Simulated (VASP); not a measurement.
# Ga (Cmce) in VASP: density of states with LDA

Aim: the density of states of Ga with LDA.

All numbers are computed with VASP 6.6.1; they aren't measurements. Logs are shortened: lines on timing, memory, paths and dates and some standing lists are left out, and cuts for length are marked.

### Step 1. The cell of the first run

It takes space group Cmce (No. 64, orthorhombic). The conventional cell has a = 4.414 Å, b = 7.494 Å, c = 4.440 Å, α = 90.00°, β = 90.00°, γ = 90.00°. Within 3.2 Å of Ga (site symmetry m) lie 7 Ga at 2.45 to 2.72 Å.

### Step 2. Density of states, LDA

POSCAR

```
Ga
1.0
    2.2069153320     -3.7470157997      0.0000000000
    2.2069153320      3.7470157997      0.0000000000
    0.0000000000      0.0000000000      4.4398505682
Ga
4
Direct
    0.3439827853      0.6560172147      0.5840875346
    0.6560172147      0.3439827853      0.4159124654
    0.8439827853      0.1560172147      0.9159124654
    0.1560172147      0.8439827853      0.0840875346
```

INCAR.step1

```
SYSTEM = Ga
PREC = Accurate
ENCUT = 520
EDIFF = 1E-7
ISMEAR = 0
SIGMA = 0.05
LREAL = .FALSE.
LASPH = .TRUE.
NELM = 60
ALGO = Normal
ISIF = 2
LWAVE = .FALSE.
LCHARG = .TRUE.
NBANDS = 34
```

KPOINTS.step1

```
regular mesh
0
G
  12 12 10
  0 0 0
```

INCAR.step2

```
SYSTEM = Ga
PREC = Accurate
ENCUT = 520
EDIFF = 1E-7
ISMEAR = -5
SIGMA = 0.05
LREAL = .FALSE.
LASPH = .TRUE.
NELM = 60
ALGO = Normal
ISIF = 2
LWAVE = .FALSE.
LCHARG = .FALSE.
LORBIT = 11
NBANDS = 34
NEDOS = 1001
ICHARG = 11
```

KPOINTS.step2

```
regular mesh
0
G
  18 18 15
  0 0 0
```

Potentials or basis: VASP PAW LDA potentials, release 64 (Ga_d).

Started as:

```console
> cat potpaw_LDA.64/Ga_d/POTCAR > POTCAR
> cp INCAR.step1 INCAR
> cp KPOINTS.step1 KPOINTS
> mpirun -np 1 vasp_std > vasp.out
> cp INCAR.step2 INCAR
> cp KPOINTS.step2 KPOINTS
> mpirun -np 1 vasp_std > vasp.out
```

OUTCAR:

```text
SYSTEM = Ga
   PREC = Accurate
   ENCUT = 520
   EDIFF = 1E-7
   ISMEAR = -5
   LREAL = .FALSE.
   LASPH = .TRUE.
   NELM = 60
   ISIF = 2
   LORBIT = 11
   ICHARG = 11

 ion  position               nearest neighbor table
   1  0.344  0.656  0.584-   2 2.45   4 2.63   4 2.63   3 2.65   3 2.65   2 2.72   2 2.72
   2  0.656  0.344  0.416-   1 2.45   3 2.63   3 2.63   4 2.65   4 2.65   1 2.72   1 2.72
   3  0.844  0.156  0.916-   4 2.45   2 2.63   2 2.63   1 2.65   1 2.65   4 2.72   4 2.72
   4  0.156  0.844  0.084-   3 2.45   1 2.63   1 2.63   2 2.65   2 2.65   3 2.72   3 2.72

  LATTYP: Found a base centered orthorhombic cell.
 ALAT       =     4.4138306640
 B/A-ratio  =     1.6978520858
 C/A-ratio  =     1.0058950844

  Lattice vectors:

 A1 = (   2.2069153320,  -3.7470157997,   0.0000000000)
 A2 = (   2.2069153320,   3.7470157997,   0.0000000000)
 A3 = (   0.0000000000,   0.0000000000,   4.4398505682)

Analysis of symmetry for initial positions (statically):
=====================================================================
 Subroutine PRICEL returns:
 Original cell was already a primitive cell.

 Routine SETGRP: Setting up the symmetry group for a
 base centered orthorhombic supercell.

 Subroutine GETGRP returns: Found  8 space group operations
 (whereof  4 operations were pure point group operations)
 out of a pool of  8 trial point group operations.

The static configuration has the point symmetry C_2h.
 The point group associated with its full space group is D_2h.

Analysis of symmetry for dynamics (positions and initial velocities):
=====================================================================
 Subroutine PRICEL returns:
 Original cell was already a primitive cell.

 Routine SETGRP: Setting up the symmetry group for a
 base centered orthorhombic supercell.

 Subroutine GETGRP returns: Found  8 space group operations
 (whereof  4 operations were pure point group operations)
 out of a pool of  8 trial point group operations.

The dynamic configuration has the point symmetry C_2h.
 The point group associated with its full space group is D_2h.

 Subroutine INISYM returns: Found  8 space group operations
 (whereof  4 operations are pure point group operations),
 and found     1 'primitive' translations

----------------------------------------------------------------------------------------

                                     Primitive cell

  volume of cell :      73.4293

  direct lattice vectors                    reciprocal lattice vectors
     2.206915332 -3.747015800  0.000000000     0.226560572 -0.133439523  0.000000000
     2.206915332  3.747015800  0.000000000     0.226560572  0.133439523  0.000000000
     0.000000000  0.000000000  4.439850568     0.000000000  0.000000000  0.225232806

  length of vectors
     4.348632278  4.348632278  4.439850568     0.262936873  0.262936873  0.225232806

  position of ions in fractional coordinates (direct lattice)
     0.343982785  0.656017215  0.584087535
     0.656017215  0.343982785  0.415912465
     0.843982785  0.156017215  0.915912465
     0.156017215  0.843982785  0.084087535

  ion indices of the primitive-cell ions
   primitive index   ion index
                 1           1
                 2           2
                 3           3
                 4           4

----------------------------------------------------------------------------------------

 KPOINTS: regular mesh

Automatic generation of k-mesh.
 Grid dimensions read from file:
 generate k-points for:   18   18   15

 Generating k-lattice:

  Cartesian coordinates                     Fractional coordinates (reciprocal lattice)
     0.012586698 -0.007413307  0.000000000     0.055555556 -0.000000000  0.000000000
     0.012586698  0.007413307  0.000000000    -0.000000000  0.055555556  0.000000000
     0.000000000  0.000000000  0.015015520     0.000000000  0.000000000  0.066666667

  Length of vectors
     0.014607604  0.014607604  0.015015520

  Shift w.r.t. Gamma in fractional coordinates (k-lattice)
     0.000000000  0.000000000  0.000000000

 TETIRR: Found   7299 inequivalent tetrahedra from    29160

 Subroutine IBZKPT returns following result:
 ===========================================

 Found    728 irreducible k-points:

 Following reciprocal coordinates:
            Coordinates               Weight
  0.000000  0.000000  0.000000      1.000000
  0.055556 -0.000000  0.000000      4.000000
  0.111111 -0.000000  0.000000      4.000000
  0.166667 -0.000000  0.000000      4.000000
  0.222222 -0.000000  0.000000      4.000000
  0.277778 -0.000000  0.000000      4.000000
[... 16 lines left out ...]
 -0.277778  0.055556  0.000000      4.000000
 -0.222222  0.055556  0.000000      4.000000
 [... further k-points ...]
   k-points           NKPTS =    728   k-points in BZ     NKDIM =    728   number of bands    NBANDS=     34
   number of dos      NEDOS =   1001   number of ions     NIONS =      4
   total plane-waves  NPLWV =  36864
   dimension x,y,z NGX =    32 NGY =   32 NGZ =   36
   dimension x,y,z NGXF=    64 NGYF=   64 NGZF=   72
   ions per type =               4
   NGX,Y,Z   is equivalent  to a cutoff of  12.23, 12.23, 13.48 a.u.
   NGXF,Y,Z  is equivalent  to a cutoff of  24.47, 24.47, 26.96 a.u.
 SYSTEM =  Ga
   PREC   = accura    normal or accurate (medium, high low for compatibility)
   ISTART =      0    job   : 0-new  1-cont  2-samecut
   ICHARG =     11    charge: 1-file 2-atom 10-const
   ISPIN  =      1    spin polarized calculation?
   LNONCOLLINEAR =      F non collinear calculations
   LSORBIT =      F    spin-orbit coupling
   LASPH  =      T    aspherical Exc in radial PAW
   ENCUT  =  520.0 eV  38.22 Ry    6.18 a.u.   8.09  8.09  8.26*2*pi/ulx,y,z
   NELM   =     60;   NELMIN=  2; NELMDL=  0     # of ELM steps
   EDIFF  = 0.1E-06   stopping-criterion for ELM
   LREAL  =      F    real-space projection
   EDIFFG = 0.1E-05   stopping-criterion for IOM
   NSW    =      0    number of steps for IOM
   IBRION =     -1    ionic relax: 0-MD 1-quasi-New 2-CG
   NFREE  =      0    steps in history (QN), initial steepest desc. (CG)
   ISIF   =      2    stress and relaxation
   ISYM   =      2    0-nonsym 1-usesym 2-fastsym
   POTIM  = 0.5000    time-step for ionic-motion
   TEBEG  =    0.0;   TEEND  =   0.0 temperature during run
   PSTRESS=    0.0 pullay stress
   NELECT =      52.0000    total number of electrons
   NUPDOWN=      -1.0000    fix difference up-down
   EMIN   =  10.00;   EMAX   =-10.00  energy-range for DOS
   EFERMI =   0.00;   METHOD = LEGACY
   ISMEAR =    -5;   SIGMA  =   0.05  broadening in eV -4-tet -1-fermi 0-gaus
   EFERMI_NEDOS =   21; number of points for ismear=-14 and -15
   IALGO  =     38    algorithm
   IMIX   =      4    mixing-type and parameters
     AMIX     =   0.40;   BMIX     =  1.00
     AMIX_MAG =   1.60;   BMIX_MAG =  1.00
  volume/ion in A,a.u.               =      18.36       123.88
  Fermi-wavevector in a.u.,A,eV,Ry     =   1.459215  2.757517 28.971019  2.129310
  Thomas-Fermi vector in A             =   2.575809
   LORBIT       =     11    0 simple, 1 ext, 2 COOP (PROOUT), +10 PAW based schemes
   GGA     = CA    functional components
   LHFCALC =     F    Hartree Fock is set to
   AEXX    =    0.0000 exact exchange contribution
   IVDW    =     0    specifies the selected vdW correction
   LEPSILON=     F    determine dielectric tensor
   LRPA    =     F    only Hartree local field effects (RPA)
 non-spin polarized calculation
 Fermi weights with tetrahedron method with Bloechl corrections
  energy-cutoff  :      520.00
  volume of cell :       73.43
 maximum number of plane-waves:      1998

 number of electron      52.0000011 magnetization

 Free energy of the ion-electron system (eV)
  ---------------------------------------------------
  ext. energy  EPLUGINS =         0.00000000
  ---------------------------------------------------
  free energy    TOTEN  =       -14.43154609 eV

  energy without entropy =      -14.43154609  energy(sigma->0) =      -14.43154609

 E-fermi :   5.3194     XC(G=0): -11.2998

 val. band max:        5.4273681543   @ k =   0.2222   0.2222   0.0000
 cond. band min:       5.1762826456   @ k =  -0.3889   0.3889   0.4000
 fundamental gap:     -0.2510855088
 Fermi energy:         5.3193765293

 k-point     1 :       0.0000    0.0000    0.0000
  band No.  band energies     occupation
      1      -9.9833      2.00000
      2      -9.9717      2.00000
      3      -9.9302      2.00000
      4      -9.9132      2.00000
      5      -9.8939      2.00000
      6      -9.8677      2.00000
[... 26 lines left out ...]
     33      12.3977      0.00000
     34      13.0748      0.00000

 k-point     2 :       0.0556   -0.0000    0.0000
  band No.  band energies     occupation
      1      -9.9842      2.00000
      2      -9.9701      2.00000
      3      -9.9313      2.00000
      4      -9.9147      2.00000
      5      -9.8910      2.00000
      6      -9.8669      2.00000
[... 26 lines left out ...]
     33      12.6338      0.00000
     34      12.8619      0.00000

 k-point     3 :       0.1111   -0.0000    0.0000
  band No.  band energies     occupation
      1      -9.9862      2.00000
      2      -9.9654      2.00000
      3      -9.9347      2.00000
      4      -9.9190      2.00000
      5      -9.8834      2.00000
      6      -9.8639      2.00000
[... 26 lines left out ...]
     33      12.4596      0.00000
     34      13.3397      0.00000
[... 704 lines left out ...]
 k-point    23 :      -0.2778    0.0556    0.0000
  band No.  band energies     occupation
      1      -9.9914      2.00000
      2      -9.9543      2.00000
      3      -9.9373      2.00000
      4      -9.9302      2.00000
      5      -9.8861      2.00000
      6      -9.8406      2.00000
[... 26 lines left out ...]
     33      11.9687      0.00000
     34      12.7430      0.00000

 k-point    24 :      -0.2222    0.0556    0.0000
  band No.  band energies     occupation
      1      -9.9914      2.00000
      2      -9.9555      2.00000
      3      -9.9332      2.00000
      4      -9.9325      2.00000
      5      -9.8837      2.00000
      6      -9.8570      2.00000
[... 26 lines left out ...]
     33      11.7741      0.00000
     34      13.0139      0.00000

 [... further k-points ...]

------------------------ aborting loop because EDIFF is reached ----------------------------------------

  FORCE on cell =-STRESS in cart. coord.  units (eV):
  Direction    XX          YY          ZZ          XY          YZ          ZX
  --------------------------------------------------------------------------------------
  -------------------------------------------------------------------------------------
  Total       -0.0593030     -0.0566403      0.1417862      0.0000000     -0.0000000      0.0000000
  in kB       -1.2939502     -1.2358522      3.0936780      0.0000000     -0.0000000      0.0000000
  external PRESSURE =       0.1879585 kB  Pullay stress =       0.0000000 kB

 VOLUME and BASIS-vectors are now :
 -----------------------------------------------------------------------------
  energy-cutoff  :      520.00
  volume of cell :       73.43
      direct lattice vectors                 reciprocal lattice vectors
     2.206915332 -3.747015800  0.000000000     0.226560572 -0.133439523  0.000000000
     2.206915332  3.747015800  0.000000000     0.226560572  0.133439523  0.000000000
     0.000000000  0.000000000  4.439850568     0.000000000  0.000000000  0.225232806

 POSITION                                       TOTAL-FORCE (eV/Angst)
 -----------------------------------------------------------------------------------
      2.20692      1.16920      2.59326         0.000000     -0.031808      0.001543
      2.20692     -1.16920      1.84659         0.000000      0.031808     -0.001543
      2.20692     -2.57782      4.06651         0.000000     -0.031808     -0.001543
      2.20692      2.57782      0.37334         0.000000      0.031808      0.001543
 -----------------------------------------------------------------------------------
    total drift:                               -0.000000     -0.000000     -0.000000

  FREE ENERGIE OF THE ION-ELECTRON SYSTEM (eV)
  ---------------------------------------------------
  free  energy   TOTEN  =       -14.4315460895 eV

  energy  without entropy=      -14.4315460895  energy(sigma->0) =      -14.43154609

 total charge

# of ion       s       p       d       tot
------------------------------------------
    1        0.962   0.769   9.965  11.696
    2        0.962   0.769   9.965  11.696
    3        0.962   0.769   9.965  11.696
    4        0.962   0.769   9.965  11.696
--------------------------------------------------
tot          3.848   3.075  39.860  46.784
```

Run time: 17 min. Hardware: 1 thread of Intel Xeon 6975P-C, shared host; peak memory 1.2 GiB.

Results:

| Quantity | Value |
| --- | --- |
| Valence electrons inside the program's atomic spheres | Ga 11.70 |

Caveat: tetrahedron occupations give inexact forces and stress in metals.
